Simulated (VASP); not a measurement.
The system is CaO.

```
Ca O
1.0
     3.20243    0.00000    0.00000
     0.00000    3.20243    0.00000
     0.00000    0.00000    3.74054
Ca O
1 1
Cartesian
  1.6012 1.6012 1.8703
  0.0000 0.0000 0.0000
```

- Program: VASP 6.6.1
- Task: relaxation of cell and atoms
- Functional: PBE
- Potentials or basis: VASP PAW PBE potentials, release 64 (Ca_sv, O)
- Cutoff: 600 eV
- k mesh: 6 × 6 × 4
- Occupations: gaussian, width 0.1 eV
- Spin: no spin polarisation

At the start: pressure -17.5 GPa; volume 19.18 Å³/atom.

Task: How do energy, volume and symmetry change on relaxing?

Result: Over 7 steps the energy falls by 744.3 meV/atom and the volume is 12.71 Å³/atom (-33.7 %); space group Pm-3m (No. 221, to 0.05 Å).

The path:
```csv
step,energy change (eV),largest force (eV/Å),pressure (GPa),volume (Å³)
1,0.0000,0.0000,-17.54,38.36
2,-1.3312,0.0000,-6.67,27.37
3,-1.3439,0.0000,-8.33,27.98
4,-1.4559,0.0000,7.34,23.93
5,-1.4776,0.0000,1.89,24.98
6,-1.4876,0.0000,-0.64,25.56
7,-1.4886,0.0000,-0.08,25.42
```

Final structure:
```xyz
2
Lattice="2.9398 0.0000 0.0000 0.0000 2.9398 0.0000 0.0000 0.0000 2.9414" Properties=species:S:1:pos:R:3 pbc="T T T"
Ca    1.4699    1.4699    1.4707
O     0.0000    0.0000    0.0000
```

Caveat: the volume moved by over 15 % at a fixed basis, so the end points are rough.
